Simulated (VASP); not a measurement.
Crystal: Be2ZnO3.

```
CELL_PARAMETERS angstrom
1.49865 -0.06103 -4.70174
5.05605 -0.00262 0.04816
2.53038 -4.38454 -0.03209
ATOMIC_POSITIONS crystal
Be 0.94454 0.42998 0.16182
Be 0.99010 0.74637 0.51068
Be 0.54172 0.59274 0.84868
Be 0.48126 0.23797 0.50821
Zn 0.00825 0.10937 0.80391
Zn 0.51155 0.91502 0.16192
O 0.83684 0.49216 0.83671
O 0.92799 0.76350 0.21874
O 0.85939 0.11171 0.46613
O 0.40206 0.35026 0.12957
O 0.40274 0.93478 0.79384
O 0.34356 0.56612 0.55979
```

| Property | Result |
| --- | --- |
| Program | VASP 6.6.1 |
| Task | relaxation of cell and atoms |
| Functional | PBE |
| Potentials or basis | VASP PAW PBE potentials, release 64 (Be, Zn, O) |
| Cutoff | 600 eV |
| k mesh | 4 × 4 × 4 |
| Occupations | gaussian, width 0.1 eV |
| Spin | no spin polarisation |

At the start: pressure 3.3 GPa; volume 8.71 Å³/atom.

Q: Where does the relaxation end?

A: Over 17 steps the energy falls by 205.8 meV/atom and the volume is 8.51 Å³/atom (-2.3 %); space group P1 (No. 1, to 0.1 Å) before, Cc (No. 9, to 0.1 Å).

The path:
```
step  energy change (eV)  largest force (eV/Å)  pressure (GPa)  volume (Å³)
   1              0.0000                5.8449            3.33       104.50
   2             -1.8045                1.7021           -3.86       107.19
   3             -1.8130                1.6512           -3.78       106.73
   4             -1.8186                1.6832           -3.85       106.91
   5             -2.1731                0.8842           -0.58       103.99
   6             -2.1830                1.0248            0.24       103.43
   7             -2.3665                0.6533           -0.03       102.70
   8             -2.3925                0.7203            0.23       102.30
   9             -2.4495                0.3085           -0.18       102.25
  10             -2.4495                0.2983           -0.18       102.25
  11             -2.4636                0.0996            0.12       102.09
  12             -2.4645                0.1305            0.23       102.04
  13             -2.4675                0.0629           -0.15       102.22
  14             -2.4677                0.0797           -0.31       102.30
  15             -2.4692                0.0588            0.02       102.07
  16             -2.4693                0.0528            0.15       101.99
  17             -2.4698                0.0191            0.01       102.07
```

Final structure:
```xyz
12
Lattice="1.5136 0.0008 -4.6806 4.9842 -0.0002 0.0119 2.4919 -4.3718 0.0040" Properties=species:S:1:pos:R:3 pbc="T T T"
Be    4.0308   -0.7309   -4.6737
Be    4.9668   -2.2552    0.0086
Be    5.7650   -3.6409   -2.3287
Be    3.2308   -2.1164   -2.3374
Zn    4.0119   -3.6071   -4.6325
Zn    5.7458   -0.7629   -2.2851
O     5.8833   -3.6749   -4.0205
O     5.5906   -0.9524   -4.2352
O     3.0787   -1.9724   -4.0512
O     2.6331   -0.6964   -1.6852
O     7.3259   -3.4181   -1.8903
O     4.8138   -2.3986   -1.7054
```
